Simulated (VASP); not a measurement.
Write the native input for VASP 6.6.1 that does the following.

```yaml
Task: single point
Functional: PBEsol
Potentials_or_basis: VASP PAW PBE potentials, release 64 (Sn_d, O)
Cutoff: 520 eV
k_mesh: 12 × 12 × 12
Occupations: gaussian, width 0.05 eV
Spin: no spin polarisation
Dipole_correction: no
Further_INCAR_settings: ALGO = Normal; EDIFF = 1e-06; NBANDS = 20
```

The structure of SnO2 lies in POSCAR:

```
SnO2
1.0
    1.5909868438      0.9185566825      4.3707741283
   -1.5909868438      0.9185566825      4.3707741283
    0.0000000000     -1.8371133651      4.3707741283
Sn O
1 2
Direct
    0.5000000000      0.5000000000      0.5000000000
    0.2414378084      0.2414378084      0.2414378084
    0.7585621916      0.7585621916      0.7585621916
```

These files were run (other wordings do the same):

INCAR

```
ALGO = Normal
EDIFF = 1E-6
ENCUT = 520
GGA = PS
ISIF = 2
ISMEAR = 0
LASPH = T
LCHARG = T
LELF = T
LREAL = F
LVHAR = T
LWAVE = F
NBANDS = 20
NELM = 80
PREC = Accurate
SIGMA = 0.05
```

KPOINTS

```
k-points
0
Gamma
  12 12 12
```

Potentials or basis: VASP PAW PBE potentials, release 64 (Sn_d, O).

Launch:

```console
$ cat potpaw_PBE.64/Sn_d/POTCAR potpaw_PBE.64/O/POTCAR > POTCAR
$ mpirun -np 1 vasp_std > vasp.out
```

It gave:

```json
{"Pressure": "5.7 GPa", "Largest force": "0.371 eV/Å", "Band gap on the k mesh": "1.98 eV, indirect (least direct gap 2.03 eV)"}
```

Caveat: the PAW data sets were made with another functional, which shifts forces and pressure a little; spin-orbit coupling is left out, which moves the levels of the heavy elements.

Wall time 5.5 min on 1 thread of Intel(R) Xeon(R) Platinum 8259CL CPU @ 2.50GHz (Skylake/Cascade Lake) (shared host), peak memory 0.29 GiB.
